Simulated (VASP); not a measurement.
# C (a cell with a defect) in VASP: electric field gradients with PBE

Aim: the electric field gradients of C (a cell with a defect) with PBE.

Everything below comes from runs of VASP 6.6.1. Logs are shortened: lines on timing, memory, paths and dates and some standing lists are left out, and cuts for length are marked.

**1. The cell of the first run**

The cell holds a defect, 35 atoms: a = 7.410 Å, b = 7.410 Å, c = 6.790 Å, α = 90.00°, β = 90.00°, γ = 120.00°.

**2. Electric field gradients, PBE, collinear spin**

Contents of INCAR:

```
SYSTEM = C
  PREC = Accurate
  ENCUT = 520
  EDIFF = 1E-8
  ISMEAR = 1
  SIGMA = 0.01
  LREAL = Auto
  LASPH = .True.
  NELM = 150
  ALGO = Normal
  ISIF = 2
  LWAVE = .False.
  LCHARG = .False.
  ISPIN = 2
  MAGMOM = 0 0 0 0 0 0 0 0 0 0 0 0 0 0 0 0 0 0.5 0 0.5 0 0 0 0 0 0.5 0 0 0 0 0 0 0 0 0
  LORBIT = 11
  GGA = PE
  LEFG = .True.
  NBANDS = 97
  KPAR = 4
```

Contents of KPOINTS:

```
Automatic mesh
0
Gamma
  3 3 3
  0 0 0
```

Contents of POSCAR:

```
C
1.0
    7.4100000000      0.0000000000      0.0000000000
   -3.7050000000      6.4172482419      0.0000000000
    0.0000000000      0.0000000000      6.7900000000
C
35
Direct
    0.0000000000      0.3333333333      0.0000000000
    0.0000000000      0.6666666667      0.0000000000
    0.3333333333      0.0000000000      0.0000000000
    0.3333333333      0.3333333333      0.0000000000
    0.3333333333      0.6666666667      0.0000000000
    0.6666666667      0.0000000000      0.0000000000
    0.6666666667      0.3333333333      0.0000000000
    0.6666666667      0.6666666667      0.0000000000
    0.0000000000      0.0000000000      0.5000000000
    0.0000000000      0.3333333333      0.5000000000
    0.0000000000      0.6666666667      0.5000000000
    0.3333333333      0.0000000000      0.5000000000
    0.3333333333      0.3333333333      0.5000000000
    0.3333333333      0.6666666667      0.5000000000
    0.6666666667      0.0000000000      0.5000000000
    0.6666666667      0.3333333333      0.5000000000
    0.6666666667      0.6666666667      0.5000000000
    0.1111111111      0.2222222222      0.0050000000
    0.1111111111      0.5555555556      0.0050000000
    0.1111111111      0.8888888889      0.0050000000
    0.4444444444      0.2222222222      0.0050000000
    0.4444444444      0.5555555556      0.0050000000
    0.4444444444      0.8888888889      0.0050000000
    0.7777777778      0.2222222222      0.0050000000
    0.7777777778      0.5555555556      0.0050000000
    0.7777777778      0.8888888889      0.0050000000
    0.2222222222      0.1111111111      0.5050000000
    0.2222222222      0.4444444444      0.5050000000
    0.2222222222      0.7777777778      0.5050000000
    0.5555555556      0.1111111111      0.5050000000
    0.5555555556      0.4444444444      0.5050000000
    0.5555555556      0.7777777778      0.5050000000
    0.8888888889      0.1111111111      0.5050000000
    0.8888888889      0.4444444444      0.5050000000
    0.8888888889      0.7777777778      0.5050000000
```

Potentials or basis: VASP PAW PBE potentials, release 64 (C).

Run with:

```console
$ cat potpaw_PBE.64/C/POTCAR > POTCAR
$ mpirun -np 4 vasp_std > vasp.out
```

OUTCAR:

```text
SYSTEM = C
   PREC = Accurate
   ENCUT = 520
   EDIFF = 1E-8
   ISMEAR = 1
   LREAL = Auto
   LASPH = .True.
   NELM = 150
   ISIF = 2
   ISPIN = 2
   LORBIT = 11
   GGA = PE

 ion  position               nearest neighbor table
   1  0.000  0.333  0.000-  18 1.43  24 1.43  19 1.43
   2  0.000  0.667  0.000-  20 1.43  19 1.43  25 1.43
   3  0.333  0.000  0.000-  21 1.43  20 1.43  23 1.43
   4  0.333  0.333  0.000-  18 1.43  21 1.43  22 1.43
   5  0.333  0.667  0.000-  23 1.43  19 1.43  22 1.43
   6  0.667  0.000  0.000-  24 1.43  26 1.43  23 1.43
[... 9 lines left out ...]
  16  0.667  0.333  0.500-  30 1.43  34 1.43  31 1.43
  17  0.667  0.667  0.500-  32 1.43  35 1.43  31 1.43
[... 4 lines left out ...]
  22  0.444  0.556  0.005-   5 1.43   4 1.43   8 1.43
  23  0.444  0.889  0.005-   5 1.43   3 1.43   6 1.43
  24  0.778  0.222  0.005-   6 1.43   7 1.43   1 1.43
  25  0.778  0.556  0.005-   8 1.43   2 1.43   7 1.43
  26  0.778  0.889  0.005-   8 1.43   6 1.43
  27  0.222  0.111  0.505-  13 1.43  12 1.43   9 1.43
  28  0.222  0.444  0.505-  13 1.43  10 1.43  14 1.43
  29  0.222  0.778  0.505-  12 1.43  14 1.43  11 1.43
  30  0.556  0.111  0.505-  16 1.43  15 1.43  12 1.43
  31  0.556  0.444  0.505-  16 1.43  17 1.43  13 1.43
  32  0.556  0.778  0.505-  15 1.43  17 1.43  14 1.43
  33  0.889  0.111  0.505-  10 1.43  15 1.43   9 1.43
  34  0.889  0.444  0.505-  16 1.43  10 1.43  11 1.43
  35  0.889  0.778  0.505-   9 1.43  11 1.43  17 1.43

  LATTYP: Found a hexagonal cell.
 ALAT       =     7.4100000000
 C/A-ratio  =     0.9163292848

  Lattice vectors:

 A1 = (   7.4100000000,   0.0000000000,   0.0000000000)
 A2 = (  -3.7050000000,   6.4172482419,   0.0000000000)
 A3 = (   0.0000000000,   0.0000000000,   6.7900000000)

Analysis of symmetry for initial positions (statically):
=====================================================================
 Subroutine PRICEL returns:
 Original cell was already a primitive cell.

 Routine SETGRP: Setting up the symmetry group for a
 hexagonal supercell.

 Subroutine GETGRP returns: Found  6 space group operations
 (whereof  6 operations were pure point group operations)
 out of a pool of 24 trial point group operations.

The static configuration has the point symmetry C_3v.

Analysis of symmetry for dynamics (positions and initial velocities):
=====================================================================
 Subroutine PRICEL returns:
 Original cell was already a primitive cell.

 Routine SETGRP: Setting up the symmetry group for a
 hexagonal supercell.

 Subroutine GETGRP returns: Found  6 space group operations
 (whereof  6 operations were pure point group operations)
 out of a pool of 24 trial point group operations.

The dynamic configuration has the point symmetry C_3v.

Analysis of structural, dynamic, and magnetic symmetry:
=====================================================================
 Subroutine PRICEL returns:
 Original cell was already a primitive cell.

 Routine SETGRP: Setting up the symmetry group for a
 hexagonal supercell.

 Subroutine GETGRP returns: Found  6 space group operations
 (whereof  6 operations were pure point group operations)
 out of a pool of 24 trial point group operations.

The overall configuration has the point symmetry C_3v.

 Subroutine INISYM returns: Found  6 space group operations
 (whereof  6 operations are pure point group operations),
 and found     1 'primitive' translations

----------------------------------------------------------------------------------------

                                     Primitive cell

  volume of cell :     322.8768

  direct lattice vectors                    reciprocal lattice vectors
     7.410000000  0.000000000  0.000000000     0.134952767  0.077915016  0.000000000
    -3.705000000  6.417248242  0.000000000     0.000000000  0.155830032  0.000000000
     0.000000000  0.000000000  6.790000000     0.000000000  0.000000000  0.147275405

  length of vectors
     7.410000000  7.410000000  6.790000000     0.155830032  0.155830032  0.147275405

  position of ions in fractional coordinates (direct lattice)
[... 157 lines left out ...]
   LRPA    =     F    only Hartree local field effects (RPA)
 spin polarized calculation
 Methfessel and Paxton  Order N= 1 SIGMA  =   0.01
  energy-cutoff  :      520.00
  volume of cell :      322.88
 maximum number of plane-waves:      8719
 NGX is ok and might be reduce to    56
   NGX = 27   NGY = 27   NGZ = 25

 number of electron     139.9999998 magnetization       0.1401691

 Free energy of the ion-electron system (eV)
  ---------------------------------------------------
  ext. energy  EPLUGINS =         0.00000000
  ---------------------------------------------------
  free energy    TOTEN  =      -314.06606445 eV

  energy without entropy =     -314.06550331  energy(sigma->0) =     -314.06587740

 E-fermi :   4.1427     XC(G=0): -10.1379

 val. band max:        4.1157318024   @ k =   0.0000   0.0000   0.0000
 cond. band min:       4.1458120693   @ k =   0.3333  -0.0000   0.0000
 fundamental gap:      0.0300802669
 Fermi energy:         4.1427107118

 spin component 1

 k-point     1 :       0.0000    0.0000    0.0000
  band No.  band energies     occupation
      1     -15.3366      1.00000
      2     -14.8509      1.00000
      3     -12.7988      1.00000
      4     -12.7988      1.00000
      5     -12.7885      1.00000
      6     -12.7375      1.00000
[... 584 lines left out ...]
     81       8.0962      0.00000
     82       8.3633      0.00000
 Fermi energy:         4.1427107118

 spin component 2

 k-point     1 :       0.0000    0.0000    0.0000
  band No.  band energies     occupation
      1     -15.3361      1.00000
      2     -14.8453      1.00000
      3     -12.7970      1.00000
      4     -12.7970      1.00000
      5     -12.7884      1.00000
      6     -12.7370      1.00000
[... 584 lines left out ...]
     81       8.0964      0.00000
     82       8.3634      0.00000
 [bands above 82 left out]

------------------------ aborting loop because EDIFF is reached ----------------------------------------

  FORCE on cell =-STRESS in cart. coord.  units (eV):
  Direction    XX          YY          ZZ          XY          YZ          ZX
  --------------------------------------------------------------------------------------
  -------------------------------------------------------------------------------------
  Total       -9.7582610     -9.7582610      5.2665617     -0.0000000      0.0000000      0.0000000
  in kB      -48.4223864    -48.4223864     26.1337021     -0.0000000      0.0000000      0.0000000
  external PRESSURE =     -23.5703569 kB  Pullay stress =       0.0000000 kB

 VOLUME and BASIS-vectors are now :
 -----------------------------------------------------------------------------
  energy-cutoff  :      520.00
  volume of cell :      322.88
      direct lattice vectors                 reciprocal lattice vectors
     7.410000000  0.000000000  0.000000000     0.134952767  0.077915016  0.000000000
    -3.705000000  6.417248242  0.000000000     0.000000000  0.155830032  0.000000000
     0.000000000  0.000000000  6.790000000     0.000000000  0.000000000  0.147275405

 POSITION                                       TOTAL-FORCE (eV/Angst)
 -----------------------------------------------------------------------------------
     -1.23500      2.13908      0.00000         0.284047     -1.979882      0.462453
     -2.47000      4.27817      0.00000        -1.572605      1.235933      0.462453
      2.47000      0.00000      0.00000        -1.856651      0.743949      0.462453
      1.23500      2.13908      0.00000        -0.284047     -1.979882      0.462453
     -0.00000      4.27817      0.00000         0.000000      0.000000      0.579468
      4.94000      0.00000      0.00000         1.856651      0.743949      0.462453
[... 27 lines left out ...]
      4.94000      2.85211      3.42895         0.012045      0.006954     -0.565405
      3.70500      4.99119      3.42895         0.000000     -0.012768     -0.568735
 -----------------------------------------------------------------------------------
    total drift:                               -0.000000      0.000000      0.032445

  FREE ENERGIE OF THE ION-ELECTRON SYSTEM (eV)
  ---------------------------------------------------
  free  energy   TOTEN  =      -314.0660644507 eV

  energy  without entropy=     -314.0655033099  energy(sigma->0) =     -314.06587740

 Electric field gradients (V/A^2)
---------------------------------------------------------------------
 ion       V_xx      V_yy      V_zz      V_xy      V_xz      V_yz
---------------------------------------------------------------------
   1     -16.500    -8.843    25.343    -5.813     0.109    -0.116
   2     -15.790    -9.553    25.343    -6.223    -0.046     0.152
   3      -5.723   -19.620    25.343    -0.411    -0.155    -0.036
   4     -16.500    -8.842    25.342     5.812    -0.109    -0.116
   5     -14.456   -14.456    28.911    -0.000     0.000    -0.000
   6      -5.723   -19.620    25.343     0.409     0.155    -0.036
[... 27 lines left out ...]
  34     -15.954   -16.061    32.015     0.093    -0.002    -0.001
  35     -15.986   -16.059    32.046    -0.000    -0.000     0.028
---------------------------------------------------------------------

 Electric field gradients after diagonalization (V/A^2)
 (convention: |V_zz| > |V_xx| > |V_yy|)
----------------------------------------------------------------------
 ion       V_xx      V_yy      V_zz     asymmetry (V_yy - V_xx)/ V_zz
----------------------------------------------------------------------
   1     -19.632    -5.712    25.344       0.549
   2     -19.632    -5.712    25.344       0.549
   3     -19.632    -5.712    25.344       0.549
   4     -19.631    -5.712    25.343       0.549
   5     -14.456   -14.456    28.911       0.000
   6     -19.632    -5.712    25.344       0.549
[... 27 lines left out ...]
  34     -16.115   -15.900    32.015       0.007
  35     -16.059   -15.986    32.046       0.002
----------------------------------------------------------------------

           NMR quadrupolar parameters

 Cq : quadrupolar parameter    Cq=e*Q*V_zz/h
 eta: asymmetry parameters     (V_yy - V_xx)/ V_zz
 Q  : nuclear electric quadrupole moment in mb (millibarn)
----------------------------------------------------------------------
 ion       Cq(MHz)       eta       Q (mb)
----------------------------------------------------------------------
   1       0.061       0.549       1.000
   2       0.061       0.549       1.000
   3       0.061       0.549       1.000
   4       0.061       0.549       1.000
   5       0.070       0.000       1.000
   6       0.061       0.549       1.000
[... 27 lines left out ...]
  34       0.077       0.007       1.000
  35       0.077       0.002       1.000
----------------------------------------------------------------------

 total charge

# of ion       s       p       d       tot
------------------------------------------
    1        0.862   1.762   0.000   2.623
    2        0.862   1.762   0.000   2.623
    3        0.862   1.762   0.000   2.623
    4        0.862   1.762   0.000   2.623
    5        0.862   1.781   0.000   2.643
    6        0.862   1.762   0.000   2.623
[... 27 lines left out ...]
   34        0.863   1.777   0.000   2.640
   35        0.863   1.776   0.000   2.639
--------------------------------------------------
tot         30.182  61.461   0.000  91.643

 magnetization (x)

# of ion       s       p       d       tot
------------------------------------------
    1        0.000  -0.000   0.000  -0.000
    2        0.000  -0.000   0.000  -0.000
    3        0.000  -0.000   0.000  -0.000
    4        0.000  -0.000   0.000  -0.000
    5       -0.000  -0.001   0.000  -0.001
    6        0.000  -0.000   0.000  -0.000
[... 27 lines left out ...]
   34        0.000   0.000   0.000   0.000
   35        0.000   0.000   0.000   0.000
--------------------------------------------------
tot          0.026   0.067   0.000   0.093
```

It took 8.8 min on 4 MPI ranks of Intel Xeon Platinum 8375C at 2.90GHz (Ice Lake), shared host; peak memory 0.68 GiB.

Results:

```
Free energy                                           : -314.0661 eV
Pressure                                              : -2.4 GPa
Largest force                                         : 2.053 eV/Å
Net moment                                            : 0.14 μB per cell
Site moments                                          : C -0.00, +0.03, +0.00 (each value once) μB
Largest electric field gradient by atom               : C +25.3, +28.9, +33.9, +31.9, +30.2, +31.3, +31.1, +41.6, +21.5, +18.8, +32.0, +31.7 (each value once) V/Å²
Valence electrons inside the program's atomic spheres : C 2.62, 2.64, 2.63, 2.42, 2.65 (each value once)
```

Forces in eV/Å, atoms in the order of the input:
```
C    0.284 -1.980  0.462
C   -1.573  1.236  0.462
C   -1.857  0.744  0.462
C   -0.284 -1.980  0.462
C    0.000  0.000  0.579
C    1.857  0.744  0.462
C    0.000  0.000  0.574
C    1.573  1.236  0.462
C    0.000  0.000  0.562
C   -0.005 -0.031  0.567
C   -0.029  0.011  0.567
C   -0.024  0.020  0.567
C    0.005 -0.031  0.567
C    0.000  0.000  0.569
C    0.024  0.020  0.567
C    0.000  0.000  0.568
C    0.029  0.011  0.567
C    0.000  1.581 -0.277
C    0.816  0.471 -0.505
C    1.370 -0.791 -0.277
C    0.667  0.385 -0.524
C   -0.816  0.471 -0.505
C    0.000 -0.942 -0.505
C   -0.667  0.385 -0.524
C    0.000 -0.770 -0.524
C   -1.370 -0.791 -0.277
C    0.011  0.006 -0.569
C    0.000 -0.031 -0.570
C   -0.026  0.015 -0.570
C    0.000 -0.014 -0.565
C   -0.012  0.007 -0.565
C    0.026  0.015 -0.570
C   -0.011  0.006 -0.569
C    0.012  0.007 -0.565
C    0.000 -0.013 -0.569
```

Stress tensor (GPa, compression positive):
```
-4.84  0.00  0.00
 0.00 -4.84  0.00
 0.00  0.00  2.61
```

Electric field gradients, principal values (V/Å²):
```csv
atom,least,middle,greatest (by size)
1 C,-5.712,-19.632,25.344
2 C,-5.712,-19.632,25.344
3 C,-5.712,-19.632,25.344
4 C,-5.712,-19.631,25.343
5 C,-14.456,-14.456,28.911
6 C,-5.712,-19.632,25.344
7 C,-16.938,-16.938,33.876
8 C,-5.712,-19.631,25.343
9 C,-15.964,-15.967,31.931
10 C,-15.007,-15.222,30.228
11 C,-15.008,-15.221,30.228
12 C,-15.008,-15.221,30.228
13 C,-15.007,-15.221,30.228
14 C,-15.644,-15.644,31.287
15 C,-15.007,-15.222,30.228
16 C,-15.551,-15.551,31.102
17 C,-15.007,-15.221,30.228
18 C,-6.732,-34.912,41.644
19 C,-5.479,-15.980,21.459
20 C,-6.732,-34.912,41.644
21 C,-6.437,-12.350,18.786
22 C,-5.480,-15.979,21.459
23 C,-5.479,-15.980,21.459
24 C,-6.439,-12.348,18.787
25 C,-6.437,-12.350,18.786
26 C,-6.732,-34.912,41.644
27 C,-15.986,-16.059,32.046
28 C,-15.695,-16.027,31.722
29 C,-15.693,-16.029,31.722
30 C,-15.900,-16.115,32.015
31 C,-15.900,-16.116,32.015
32 C,-15.695,-16.027,31.722
33 C,-15.986,-16.059,32.045
34 C,-15.900,-16.115,32.015
35 C,-15.986,-16.059,32.046
```

Caveat: without QUAD_EFG the Cq values of the log hold for a quadrupole moment of 1 mb, not for the nuclei.
